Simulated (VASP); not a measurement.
Set up this calculation in VASP 6.6.1, as the native input.

```
Task                   : relaxation of cell and atoms
Functional             : LDA
Potentials or basis    : VASP PAW LDA potentials, release 64 (Be, B)
Cutoff                 : 600 eV
k mesh                 : 9 × 9 × 8, shifted
Occupations            : fermi-dirac, width 0.15 eV
Spin                   : no spin polarisation
Target pressure        : 40 GPa
Dipole correction      : no
Further INCAR settings : ALGO = Normal; EDIFF = 1e-06; IBRION = 2; EDIFFG = -0.1; NSW = 80; ISIF = 3
```

The structure of BeB2 lies in POSCAR:

```
BeB2
1.0
    2.9296904500      0.0000000000      0.0000000000
   -1.4648452200      2.5371863500      0.0000000000
    0.0000000000      0.0000000000      2.8773350000
Be B
1 2
Direct
    0.0000000000      0.0000000000      0.0000000000
    0.3333333333      0.6666666667      0.5000000000
    0.6666666667      0.3333333333      0.5000000000
```

One way to write it, as run:

INCAR

```
SYSTEM = BeB2
PREC     = Accurate       ! precision mode
ENCUT    = 600            ! plane-wave cutoff, eV
EDIFF    = 1E-6           ! SCF threshold, eV
ISMEAR   = -1             ! smearing method
SIGMA    = 0.15           ! smearing width, eV
LREAL    = .FALSE.        ! projectors in reciprocal space
LASPH    = .TRUE.         ! aspherical terms in the spheres
NELM     = 60             ! most SCF steps
ALGO     = Normal         ! electronic algorithm
ISIF     = 3              ! what is computed and relaxed
LWAVE    = .FALSE.        ! write WAVECAR
LCHARG   = .FALSE.        ! write CHGCAR
GGA      = CA             ! functional
IBRION   = 2              ! ionic algorithm
NSW      = 80             ! ionic steps
EDIFFG   = -0.1           ! ionic threshold
PSTRESS  = 400.0
```

KPOINTS

```
Automatic mesh
0
Gamma
  9 9 8
  0 0 0.5
```

Potentials or basis: VASP PAW LDA potentials, release 64 (Be, B).

Launch:

```sh
$ cat potpaw_LDA.64/Be/POTCAR potpaw_LDA.64/B/POTCAR > POTCAR
$ mpirun -np 1 vasp_std > vasp.out
```

Results of the run:

```json
{"Relaxed volume": "5.80 Å³/atom", "Relaxed cell": "a = 2.794 Å, b = 2.794 Å, c = 2.574 Å, α = 90.00°, β = 90.00°, γ = 120.00°", "Space group after relaxing (to 0.05 Å)": "P6/mmm (No. 191)", "Energy change on relaxing (the enthalpy is what falls)": "+116.2 meV/atom", "Ionic steps": "6", "Pressure after relaxing": "41.1 GPa", "Band gap on the k mesh": "zero (band 4 reaches 13.81 eV, above the bottom of band 5 at 4.90 eV)"}
```

Caveat: the cell is relaxed towards a set pressure, so the enthalpy falls and the energy may rise; the volume moved by over 15 % at a fixed basis, so the end points are rough.

Wall time 20 s on 1 thread of Intel(R) Xeon(R) Platinum 8375C CPU @ 2.90GHz (Ice Lake), on a shared host, peak memory 0.13 GiB.
